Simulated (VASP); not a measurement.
# K2S (Fm-3m) in VASP: a series of runs, part 2 of 2

VASP 6.6.1.

## (3) Single point, PBE

This run uses another cell than the first one, of 35.66 Å³/atom, 1.029 times its volume.

The input, INCAR:

```
SYSTEM = K2S
PREC = Accurate
ENCUT = 500
EDIFF = 1E-6
ISMEAR = -1
SIGMA = 0.1
LREAL = .FALSE.
LASPH = .TRUE.
NELM = 120
ALGO = Normal
ISIF = 2
LWAVE = .FALSE.
LCHARG = .FALSE.
GGA = PE
NBANDS = 19
GGA_COMPAT = .FALSE.
```

The input, KPOINTS:

```
regular mesh
0
G
  6 6 6
  0 0 0
```

The input, POSCAR:

```
K2S
1.0
    0.0000000000      3.7679791853      3.7679791853
    3.7679791853      0.0000000000      3.7679791853
    3.7679791853      3.7679791853      0.0000000000
K S
2 1
Direct
    0.2500000000      0.2500000000      0.2500000000
    0.7500000000      0.7500000000      0.7500000000
    0.0000000000      0.0000000000      0.0000000000
```

Potentials or basis: VASP PAW PBE potentials, release 64 (K_sv, S).

Run with:

```bash
$ cat potpaw_PBE.64/K_sv/POTCAR potpaw_PBE.64/S/POTCAR > POTCAR
$ mpirun -np 1 vasp_std > vasp.out
```

OUTCAR:

```text
SYSTEM = K2S
   PREC = Accurate
   ENCUT = 500
   EDIFF = 1E-6
   ISMEAR = -1
   LREAL = .FALSE.
   LASPH = .TRUE.
   NELM = 120
   ISIF = 2
   GGA = PE

 ion  position               nearest neighbor table
   1  0.250  0.250  0.250-   3 3.26   3 3.26   3 3.26   3 3.26   2 3.77   2 3.77   2 3.77   2 3.77
                             2 3.77   2 3.77
   2  0.750  0.750  0.750-   3 3.26   3 3.26   3 3.26   3 3.26   1 3.77   1 3.77   1 3.77   1 3.77
                             1 3.77   1 3.77
   3  0.000  0.000  0.000-   1 3.26   2 3.26   2 3.26   2 3.26   2 3.26   1 3.26   1 3.26   1 3.26

  LATTYP: Found a face centered cubic cell.
 ALAT       =     7.5359583706

  Lattice vectors:

 A1 = (   0.0000000000,   3.7679791853,   3.7679791853)
 A2 = (   3.7679791853,   0.0000000000,   3.7679791853)
 A3 = (   3.7679791853,   3.7679791853,   0.0000000000)

Analysis of symmetry for initial positions (statically):
=====================================================================
 Subroutine PRICEL returns:
 Original cell was already a primitive cell.

 Routine SETGRP: Setting up the symmetry group for a
 face centered cubic supercell.

[... 157 lines left out ...]

 E-fermi :   0.8724     XC(G=0):  -7.1467

 val. band max:       -0.5158652789   @ k =   0.5000   0.5000   0.0000
 cond. band min:       1.7317601384   @ k =   0.0000   0.0000   0.0000
 fundamental gap:      2.2476254173
 Fermi energy:         0.8723939098

 k-point     1 :       0.0000    0.0000    0.0000
  band No.  band energies     occupation
      1     -29.8396      2.00000
      2     -29.7731      2.00000
      3     -13.4173      2.00000
      4     -13.4173      2.00000
      5     -13.4173      2.00000
      6     -13.2123      2.00000
[... 329 lines left out ...]
      6     -13.2550      2.00000
[... 11 lines left out ...]
     18       6.8399      0.00000
     19       6.9958      0.00000

------------------------ aborting loop because EDIFF is reached ----------------------------------------

  FORCE on cell =-STRESS in cart. coord.  units (eV):
  Direction    XX          YY          ZZ          XY          YZ          ZX
  --------------------------------------------------------------------------------------
  -------------------------------------------------------------------------------------
  Total       -0.3215549     -0.3215549     -0.3215549      0.0000000     -0.0000000      0.0000000
  in kB       -4.8151545     -4.8151545     -4.8151545      0.0000000     -0.0000000      0.0000000
  external PRESSURE =      -4.8151545 kB  Pullay stress =       0.0000000 kB

 VOLUME and BASIS-vectors are now :
 -----------------------------------------------------------------------------
  energy-cutoff  :      500.00
  volume of cell :      106.99
      direct lattice vectors                 reciprocal lattice vectors
     0.000000000  3.767979185  3.767979185    -0.132697124  0.132697124  0.132697124
     3.767979185  0.000000000  3.767979185     0.132697124 -0.132697124  0.132697124
     3.767979185  3.767979185  0.000000000     0.132697124  0.132697124 -0.132697124

 POSITION                                       TOTAL-FORCE (eV/Angst)
 -----------------------------------------------------------------------------------
      1.88399      1.88399      1.88399         0.000000      0.000000     -0.000000
      5.65197      5.65197      5.65197        -0.000000     -0.000000      0.000000
      0.00000      0.00000      0.00000        -0.000000      0.000000     -0.000000
 -----------------------------------------------------------------------------------
    total drift:                               -0.000000     -0.000000      0.000000

  FREE ENERGIE OF THE ION-ELECTRON SYSTEM (eV)
  ---------------------------------------------------
  free  energy   TOTEN  =        -9.4169191440 eV

  energy  without entropy=       -9.4169145902  energy(sigma->0) =       -9.41691687
```

It took 48 s on 1 thread of AMD EPYC 7R13, shared host; peak memory 0.21 GiB.

What came out:

```
Free energy            : -9.4169 eV
Pressure               : -0.5 GPa
Band gap on the k mesh : 2.25 eV, indirect (least direct gap 2.40 eV)
```

Levels at points of the mesh, in eV from the valence-band top:
```csv
k point,band 8,band 9,band 10,band 11,band 12,band 13,band 14,band 15,band 16,band 17
"(0.00, 0.00, 0.00)",-12.70,-9.57,-0.15,-0.15,-0.15,2.25,5.45,5.45,7.29,7.29
"(0.50, 0.00, 0.00)",-12.80,-9.41,-0.59,-0.05,-0.05,4.61,4.78,5.73,5.73,7.50
"(0.50, 0.50, 0.00)",-12.64,-9.37,-0.69,0.00,0.00,3.49,5.18,6.32,6.54,7.42
```

A k mesh can miss the band edges. Expect the measured gap to be larger: semilocal functionals such as PBE lack the derivative discontinuity.
